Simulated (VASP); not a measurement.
# Ta2C (P-3m1) in VASP: further runs

Runs on Ta2C. Level: LDA. Tasks: single point.

Everything below comes from runs of VASP 6.6.1. Logs are shortened: lines on timing, memory, paths and dates and some standing lists are left out, and cuts for length are marked.

## (1) The cell of the first run

Symmetry: P-3m1, No. 164, trigonal system. Conventional cell: a = 3.106 Å, b = 3.106 Å, c = 4.946 Å, α = 90.00°, β = 90.00°, γ = 120.00°. Within 2.9 Å of Ta (site symmetry 3m) lie 3 C at 2.18 Å. Within 2.9 Å of C (site symmetry -3m) lie 6 Ta at 2.18 Å.

## (2) Single point, LDA

Contents of INCAR:

```
SYSTEM = Ta2C
  PREC = Accurate
  ENCUT = 520
  EDIFF = 1E-7
  ISMEAR = 1
  SIGMA = 0.05
  LREAL = .False.
  LASPH = .True.
  NELM = 60
  ALGO = Normal
  ISIF = 2
  LWAVE = .False.
  LCHARG = .True.
  GGA = CA
  LELF = .True.
  LVHAR = .True.
  NBANDS = 20
```

Contents of KPOINTS:

```
regular mesh
0
Gamma
  5 5 3
  0 0 0
```

Contents of POSCAR:

```
Ta2C
1.0
    3.1059000000      0.0000000000      0.0000000000
   -1.5529500000      2.6897900000      0.0000000000
    0.0000000000      0.0000000000      4.9464000000
Ta C
2 1
Direct
    0.3333333333      0.6666666667      0.2520100000
    0.6666666667      0.3333333333      0.7479900000
    0.0000000000      0.0000000000      0.0000000000
```

Potentials or basis: VASP PAW LDA potentials, release 64 (Ta_pv, C).

The run is started by

```sh
$ cat potpaw_LDA.64/Ta_pv/POTCAR potpaw_LDA.64/C/POTCAR > POTCAR
$ mpirun -np 1 vasp_std > vasp.out
```

OUTCAR:

```text
SYSTEM = Ta2C
   PREC = Accurate
   ENCUT = 520
   EDIFF = 1E-7
   ISMEAR = 1
   LREAL = .False.
   LASPH = .True.
   NELM = 60
   ISIF = 2
   GGA = CA

 ion  position               nearest neighbor table
   1  0.333  0.667  0.252-   3 2.18   3 2.18   3 2.18   2 3.04   2 3.04   2 3.04   2 3.07   2 3.07
                             2 3.07
   2  0.667  0.333  0.748-   3 2.18   3 2.18   3 2.18   1 3.04   1 3.04   1 3.04   1 3.07   1 3.07
                             1 3.07
   3  0.000  0.000  0.000-   1 2.18   2 2.18   2 2.18   1 2.18   2 2.18   1 2.18

  LATTYP: Found a hexagonal cell.
 ALAT       =     3.1059000000
 C/A-ratio  =     1.5925818603

  Lattice vectors:

 A1 = (   3.1059000000,   0.0000000000,   0.0000000000)
 A2 = (  -1.5529500000,   2.6897900000,   0.0000000000)
 A3 = (   0.0000000000,   0.0000000000,   4.9464000000)

Analysis of symmetry for initial positions (statically):
=====================================================================
 Subroutine PRICEL returns:
 Original cell was already a primitive cell.

 Routine SETGRP: Setting up the symmetry group for a
 hexagonal supercell.

 Subroutine GETGRP returns: Found 12 space group operations
 (whereof 12 operations were pure point group operations)
 out of a pool of 24 trial point group operations.

The static configuration has the point symmetry D_3d.

Analysis of symmetry for dynamics (positions and initial velocities):
=====================================================================
 Subroutine PRICEL returns:
 Original cell was already a primitive cell.

 Routine SETGRP: Setting up the symmetry group for a
 hexagonal supercell.

 Subroutine GETGRP returns: Found 12 space group operations
 (whereof 12 operations were pure point group operations)
 out of a pool of 24 trial point group operations.

The dynamic configuration has the point symmetry D_3d.

 Subroutine INISYM returns: Found 12 space group operations
 (whereof 12 operations are pure point group operations),
 and found     1 'primitive' translations

----------------------------------------------------------------------------------------

                                     Primitive cell

  volume of cell :      41.3233

  direct lattice vectors                    reciprocal lattice vectors
     3.105900000  0.000000000  0.000000000     0.321967868  0.185888118  0.000000000
    -1.552950000  2.689790000  0.000000000     0.000000000  0.371776235  0.000000000
     0.000000000  0.000000000  4.946400000     0.000000000  0.000000000  0.202167233

  length of vectors
     3.105900000  3.105901471  4.946400000     0.371776411  0.371776235  0.202167233

  position of ions in fractional coordinates (direct lattice)
     0.333333333  0.666666667  0.252010000
     0.666666667  0.333333333  0.747990000
     0.000000000  0.000000000  0.000000000

  ion indices of the primitive-cell ions
   primitive index   ion index
                 1           1
                 2           2
                 3           3

----------------------------------------------------------------------------------------

 KPOINTS: regular mesh

Automatic generation of k-mesh.
 Grid dimensions read from file:
 generate k-points for:    5    5    3

 Generating k-lattice:

  Cartesian coordinates                     Fractional coordinates (reciprocal lattice)
     0.064393574  0.037177624  0.000000000     0.200000000 -0.000000000  0.000000000
     0.000000000  0.074355247  0.000000000     0.000000000  0.200000000  0.000000000
     0.000000000  0.000000000  0.067389078     0.000000000  0.000000000  0.333333333

  Length of vectors
     0.074355282  0.074355247  0.067389078

  Shift w.r.t. Gamma in fractional coordinates (k-lattice)
     0.000000000  0.000000000  0.000000000

 Subroutine IBZKPT returns following result:
 ===========================================

 Found     12 irreducible k-points:

 Following reciprocal coordinates:
            Coordinates               Weight
  0.000000  0.000000  0.000000      1.000000
  0.200000 -0.000000  0.000000      6.000000
  0.400000  0.000000  0.000000      6.000000
  0.200000  0.200000  0.000000      6.000000
  0.400000  0.200000  0.000000      6.000000
  0.000000  0.000000  0.333333      2.000000
  0.200000 -0.000000  0.333333      6.000000
  0.000000  0.200000  0.333333      6.000000
  0.400000  0.000000  0.333333      6.000000
  0.000000  0.400000  0.333333      6.000000
  0.200000  0.200000  0.333333     12.000000
  0.400000  0.200000  0.333333     12.000000
   k-points           NKPTS =     12   k-points in BZ     NKDIM =     12   number of bands    NBANDS=     20
   number of dos      NEDOS =    301   number of ions     NIONS =      3
   total plane-waves  NPLWV =  23040
   dimension x,y,z NGX =    24 NGY =   24 NGZ =   40
   dimension x,y,z NGXF=    48 NGYF=   48 NGZF=   80
   ions per type =               2   1
   NGX,Y,Z   is equivalent  to a cutoff of  12.85, 12.85, 13.44 a.u.
   NGXF,Y,Z  is equivalent  to a cutoff of  25.69, 25.69, 26.89 a.u.
 SYSTEM =  Ta2C
   PREC   = accura    normal or accurate (medium, high low for compatibility)
   ISTART =      0    job   : 0-new  1-cont  2-samecut
   ICHARG =      2    charge: 1-file 2-atom 10-const
   ISPIN  =      1    spin polarized calculation?
   LNONCOLLINEAR =      F non collinear calculations
   LSORBIT =      F    spin-orbit coupling
   LASPH  =      T    aspherical Exc in radial PAW
   ENCUT  =  520.0 eV  38.22 Ry    6.18 a.u.   5.77  5.77  9.20*2*pi/ulx,y,z
   NELM   =     60;   NELMIN=  2; NELMDL= -5     # of ELM steps
   EDIFF  = 0.1E-06   stopping-criterion for ELM
   LREAL  =      F    real-space projection
   EDIFFG = 0.1E-05   stopping-criterion for IOM
   NSW    =      0    number of steps for IOM
   IBRION =     -1    ionic relax: 0-MD 1-quasi-New 2-CG
   NFREE  =      0    steps in history (QN), initial steepest desc. (CG)
   ISIF   =      2    stress and relaxation
   ISYM   =      2    0-nonsym 1-usesym 2-fastsym
   POTIM  = 0.5000    time-step for ionic-motion
   TEBEG  =    0.0;   TEEND  =   0.0 temperature during run
   PSTRESS=    0.0 pullay stress
   NELECT =      26.0000    total number of electrons
   NUPDOWN=      -1.0000    fix difference up-down
   EMIN   =  10.00;   EMAX   =-10.00  energy-range for DOS
   EFERMI =   0.00;   METHOD = LEGACY
   ISMEAR =     1;   SIGMA  =   0.05  broadening in eV -4-tet -1-fermi 0-gaus
   EFERMI_NEDOS =   21; number of points for ismear=-14 and -15
   IALGO  =     38    algorithm
   IMIX   =      4    mixing-type and parameters
     AMIX     =   0.40;   BMIX     =  1.00
     AMIX_MAG =   1.60;   BMIX_MAG =  1.00
  volume/ion in A,a.u.               =      13.77        92.95
  Fermi-wavevector in a.u.,A,eV,Ry     =   1.402817  2.650939 26.774832  1.967895
  Thomas-Fermi vector in A             =   2.525541
   LORBIT       =      0    0 simple, 1 ext, 2 COOP (PROOUT), +10 PAW based schemes
   GGA     = CA    functional components
   LHFCALC =     F    Hartree Fock is set to
   AEXX    =    0.0000 exact exchange contribution
   IVDW    =     0    specifies the selected vdW correction
   LEPSILON=     F    determine dielectric tensor
   LRPA    =     F    only Hartree local field effects (RPA)
 non-spin polarized calculation
 Methfessel and Paxton  Order N= 1 SIGMA  =   0.05
  energy-cutoff  :      520.00
  volume of cell :       41.32
 maximum number of plane-waves:      1118
 NGX is ok and might be reduce to    24
   NGX = 11   NGY = 11   NGZ = 19

 number of electron      26.0000001 magnetization

 Free energy of the ion-electron system (eV)
  ---------------------------------------------------
  ext. energy  EPLUGINS =         0.00000000
  ---------------------------------------------------
  free energy    TOTEN  =       -37.71675913 eV

  energy without entropy =      -37.71703682  energy(sigma->0) =      -37.71685169

 E-fermi :   6.3417     XC(G=0): -12.9404

 val. band max:        6.2974789841   @ k =   0.0000   0.0000   0.3333
 cond. band min:       6.3999613329   @ k =   0.0000   0.0000   0.0000
 fundamental gap:      0.1024823488
 Fermi energy:         6.3417236250

 k-point     1 :       0.0000    0.0000    0.0000
  band No.  band energies     occupation
      1     -28.2254      2.00000
      2     -27.5244      2.00000
      3     -27.5244      2.00000
      4     -27.4115      2.00000
      5     -27.4115      2.00000
      6     -27.3396      2.00000
[... 12 lines left out ...]
     19       9.3362      0.00000
     20      14.0334      0.00000

 k-point     2 :       0.2000   -0.0000    0.0000
  band No.  band energies     occupation
      1     -28.1227      2.00000
      2     -27.7396      2.00000
      3     -27.6177      2.00000
      4     -27.5964      2.00000
      5     -27.4361      2.00000
      6     -27.3827      2.00000
[... 12 lines left out ...]
     19      11.8648      0.00000
     20      13.7118      0.00000

 k-point     3 :       0.4000    0.0000    0.0000
  band No.  band energies     occupation
      1     -28.0866      2.00000
      2     -27.9347      2.00000
      3     -27.8875      2.00000
      4     -27.7006      2.00000
      5     -27.5073      2.00000
      6     -27.4859      2.00000
[... 12 lines left out ...]
     19      12.6821      0.00000
     20      12.7077      0.00000

 k-point     4 :       0.2000    0.2000    0.0000
  band No.  band energies     occupation
      1     -27.9744      2.00000
      2     -27.9109      2.00000
      3     -27.8954      2.00000
      4     -27.6664      2.00000
      5     -27.5576      2.00000
      6     -27.4718      2.00000
[... 153 lines left out ...]
 k-point    11 :       0.2000    0.2000    0.3333
  band No.  band energies     occupation
      1     -28.0571      2.00000
      2     -27.9722      2.00000
      3     -27.7065      2.00000
      4     -27.6884      2.00000
      5     -27.5804      2.00000
      6     -27.4698      2.00000
[... 12 lines left out ...]
     19      12.1258      0.00000
     20      13.8070      0.00000

 k-point    12 :       0.4000    0.2000    0.3333
  band No.  band energies     occupation
      1     -28.1216      2.00000
      2     -28.0495      2.00000
      3     -27.8477      2.00000
      4     -27.7273      2.00000
      5     -27.5730      2.00000
      6     -27.4992      2.00000
[... 12 lines left out ...]
     19      12.8352      0.00000
     20      13.6454      0.00000

------------------------ aborting loop because EDIFF is reached ----------------------------------------

  FORCE on cell =-STRESS in cart. coord.  units (eV):
  Direction    XX          YY          ZZ          XY          YZ          ZX
  --------------------------------------------------------------------------------------
  -------------------------------------------------------------------------------------
  Total       -1.7384722     -1.7384744     -2.1867200      0.0000000      0.0000000      0.0000000
  in kB      -67.4036244    -67.4037095    -84.7829801      0.0000000      0.0000000      0.0000000
  external PRESSURE =     -73.1967713 kB  Pullay stress =       0.0000000 kB

 VOLUME and BASIS-vectors are now :
 -----------------------------------------------------------------------------
  energy-cutoff  :      520.00
  volume of cell :       41.32
      direct lattice vectors                 reciprocal lattice vectors
     3.105900000  0.000000000  0.000000000     0.321967868  0.185888118  0.000000000
    -1.552950000  2.689790000  0.000000000     0.000000000  0.371776235  0.000000000
     0.000000000  0.000000000  4.946400000     0.000000000  0.000000000  0.202167233

 POSITION                                       TOTAL-FORCE (eV/Angst)
 -----------------------------------------------------------------------------------
     -0.00000      1.79319      1.24654         0.000000      0.000000      0.182387
      1.55295      0.89660      3.69986        -0.000000     -0.000000     -0.182387
      0.00000      0.00000      0.00000        -0.000000      0.000000      0.000000
 -----------------------------------------------------------------------------------
    total drift:                               -0.000000      0.000000     -0.000000

  FREE ENERGIE OF THE ION-ELECTRON SYSTEM (eV)
  ---------------------------------------------------
  free  energy   TOTEN  =       -37.7167591300 eV

  energy  without entropy=      -37.7170368170  energy(sigma->0) =      -37.71685169
```

Wall time 13 s (1 thread of Intel Xeon Platinum 8259CL at 2.50GHz (Skylake/Cascade Lake), shared host); peak memory 0.14 GiB.

Results:

```
Free energy            : -37.7168 eV
Pressure               : -7.3 GPa
Largest force          : 0.182 eV/Å
Band gap on the k mesh : zero (band 13 reaches 6.92 eV, above the bottom of band 14 at 6.30 eV)
```

Forces on the atoms (eV/Å):
```
Ta   0.000  0.000  0.182
Ta   0.000  0.000 -0.182
C    0.000  0.000  0.000
```

Stress tensor (GPa, compression positive):
```
-6.74  0.00  0.00
 0.00 -6.74  0.00
 0.00  0.00 -8.48
```

Levels at points of the mesh, in eV from the Fermi level:
```
           k point  band 10  band 11  band 12  band 13  band 14  band 15  band 16  band 17
(0.00, 0.00, 0.00)    -3.50    -2.76     0.06     0.58     0.58     1.20     1.20     2.44
```

Caveat: the k points lie up to 0.47 Å⁻¹ apart; spin-orbit coupling is left out, which moves the levels of the heavy elements.

[end of part 1 of 2]
